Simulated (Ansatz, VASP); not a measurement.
**One calculation of P, two programs**

The input INCAR:

```
SYSTEM = P
PREC = Accurate
ENCUT = 520
EDIFF = 1E-6
ISMEAR = 1
SIGMA = 0.2
LREAL = .FALSE.
LASPH = .TRUE.
NELM = 100
ALGO = Fast
ISIF = 2
LWAVE = .FALSE.
LCHARG = .TRUE.
GGA = PE
LELF = .TRUE.
LVHAR = .TRUE.
NBANDS = 12
```

File KPOINTS:

```
regular mesh
0
G
  18 18 10
  0 0 0
```

The input POSCAR:

```
P
1.0
    2.4246941115      0.0000000000      0.0000000000
    0.0000000000      2.4385351442      0.0000000000
   -0.0203144631      0.0000000000      4.8524328982
P
2
Direct
    0.9999999700      0.0000000000      0.2505746400
    0.0000000300      0.0000000000      0.7494253600
```

Input for Ansatz:

```yaml
crystal:
  lattice:
    - [2.4246941115, 0.0, 0.0]
    - [0.0, 2.4385351442, 0.0]
    - [-0.0203144631, 0.0, 4.8524328982]
  atoms:
    - { symbol: P, position: [0.99999997, 0.0, 0.25057464] }
    - { symbol: P, position: [3.0e-08, 0.0, 0.74942536] }
basis:
  ecutwfc: 420
kpoints:
  mp_grid: { grid: [18, 18, 10] }
hamiltonian:
  xc: pbe
scf:
  occupations: { method: methfessel_paxton, width: 0.2 }
output:
  forces: true
  stress: true
  eigenvalues: true
```

Alike in both runs: task single point; functional PBE; k mesh 18 × 18 × 10; occupations methfessel-paxton of order 1, width 0.2 eV; no spin polarisation.

|  | VASP | Ansatz |
| --- | --- | --- |
| version | VASP 6.6.1 | Ansatz 0.2.0 |
| potentials or method | VASP PAW PBE potentials, release 64 (P), cutoff 520 eV | scalar-relativistic, plane waves, PAW |
| valence electrons in the cell | 10 | 10 |

|  | VASP | Ansatz | Ansatz less VASP |
| --- | --- | --- | --- |
| gap on the k mesh at the Fermi level (eV) | none | none | - |
| pressure (GPa) | 2.3 | 2.6 | +0.30 |
| traceless stress, the component that is largest in VASP (GPa) | -2.19 | -2.18 | +0.011 |
| rms of the force components (eV/Å) | 0.002 | 0.003 | +0.0008 |

Atom by atom the forces differ by 0.001 eV/Å (rms over components). A gap of «none» marks a metal or a gap that the smearing closes.
